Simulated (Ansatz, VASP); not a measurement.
Two plane-wave programs on AlN

```
CELL_PARAMETERS angstrom
0.00000 2.18523 2.18523
2.18523 0.00000 2.18523
2.18523 2.18523 0.00000
ATOMIC_POSITIONS crystal
Al 0.00000 0.00000 0.00000
N 0.25000 0.25000 0.25000
```

Alike in both runs: task single point; functional HSE06; k mesh 4 × 4 × 4; occupations fermi-dirac, width 0.05 eV; no spin polarisation.

|  | VASP | Ansatz |
| --- | --- | --- |
| version | VASP 6.6.1 | Ansatz 0.2.0 development build |
| potentials or method | VASP PAW PBE potentials, release 64 (Al, N) | plane waves, PAW datasets (generated soft set 1) |
| plane-wave cutoff (eV) | 520 | 420 |
| valence electrons in the cell | 8 | 8 |

|  | VASP | Ansatz | Ansatz less VASP |
| --- | --- | --- | --- |
| gap on the k mesh at the Fermi level (eV) | 4.55 | 4.55 | -0.004 |

The functional is the same, so the differences come from potentials, cutoffs and numerics. Ansatz's warnings: stress exchange threshold loose, stress scf threshold loose.

The k mesh is coarse, so the values compare programs but aren't converged.
